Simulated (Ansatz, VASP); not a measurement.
# Al12Cl: VASP beside Ansatz

The input INCAR:

```
SYSTEM = Al12Cl
PREC = Accurate
ENCUT = 520
EDIFF = 1E-6
ISMEAR = 0
SIGMA = 0.1
LREAL = .False.
LASPH = .True.
NELM = 100
ALGO = Normal
ISIF = 2
LWAVE = .False.
LCHARG = .False.
LDIPOL = .True.
IDIPOL = 3
DIPOL = 0.5 0.5 0.306
GGA = PE
IVDW = 12
NBANDS = 34
```

File KPOINTS:

```
regular mesh
0
Gamma
  5 5 1
  0 0 0
```

Contents of POSCAR:

```
Al12Cl
1.0
    5.6314608525      0.0000000000      0.0000000000
    0.0000000000      5.6314608525      0.0000000000
    0.0000000000      0.0000000000     21.1495692393
Al Cl
12 1
Direct
    0.2500000000      0.2500000000      0.1891291475
    0.2500000000      0.7500000000      0.1891291475
    0.7500000000      0.2500000000      0.1891291475
    0.7500000000      0.7500000000      0.1891291475
    0.0000000000      0.0000000000      0.2871045368
    0.0000000000      0.5000000000      0.2871045368
    0.5000000000      0.0000000000      0.2871045368
    0.5000000000      0.5000000000      0.2871045368
    0.2500000000      0.2500000000      0.3853302707
    0.2500000000      0.7500000000      0.3853302707
    0.7500000000      0.2500000000      0.3853302707
    0.7500000000      0.7500000000      0.3853302707
    0.4166666667      0.4166666667      0.5271771313
```

Input for Ansatz:

```yaml
crystal:
  lattice:
    - [5.6314608525, 0.0, 0.0]
    - [0.0, 5.6314608525, 0.0]
    - [0.0, 0.0, 21.1495692393]
  atoms:
    - { symbol: Al, position: [0.25, 0.25, 0.1891291475] }
    - { symbol: Al, position: [0.25, 0.75, 0.1891291475] }
    - { symbol: Al, position: [0.75, 0.25, 0.1891291475] }
    - { symbol: Al, position: [0.75, 0.75, 0.1891291475] }
    - { symbol: Al, position: [0.0, 0.0, 0.2871045368] }
    - { symbol: Al, position: [0.0, 0.5, 0.2871045368] }
    - { symbol: Al, position: [0.5, 0.0, 0.2871045368] }
    - { symbol: Al, position: [0.5, 0.5, 0.2871045368] }
    - { symbol: Al, position: [0.25, 0.25, 0.3853302707] }
    - { symbol: Al, position: [0.25, 0.75, 0.3853302707] }
    - { symbol: Al, position: [0.75, 0.25, 0.3853302707] }
    - { symbol: Al, position: [0.75, 0.75, 0.3853302707] }
    - { symbol: Cl, position: [0.4166666667, 0.4166666667, 0.5271771313] }
basis:
  ecutwfc: 420
kpoints:
  mp_grid: { grid: [5, 5, 1] }
hamiltonian:
  xc: pbe
  pseudopotentials: { kind: paw, azcp: { folder: soft_1 } }
  dispersion: d3bj
scf:
  occupations: { method: gaussian, width: 0.1 }
output:
  forces: true
  eigenvalues: true
efield:
  axis: 3
  dipole_correction: true
  ramp_width: 0.04
```

Alike in both runs: task single point; functional PBE; dispersion D3(BJ); k mesh 5 × 5 × 1; occupations gaussian, width 0.1 eV; no spin polarisation.

|  | VASP | Ansatz |
| --- | --- | --- |
| version | VASP 6.6.1 | Ansatz 0.2.0 |
| potentials or method | VASP PAW PBE potentials, release 64 (Al, Cl), cutoff 520 eV | scalar-relativistic, plane waves, PAW |
| valence electrons in the cell | 43 | 43 |

Ansatz gave:

| Item | Value |
| --- | --- |
| gap on the k mesh at the Fermi level (eV) | none |
| rms of the force components (eV/Å) | 0.309 |

Question: Estimate VASP's values.

Answer: gap on the k mesh at the Fermi level (eV): none; rms of the force components (eV/Å): 0.310.

Atom by atom the forces differ by 0.001 eV/Å (rms over components). A gap of «none» marks a metal or a gap that the smearing closes.
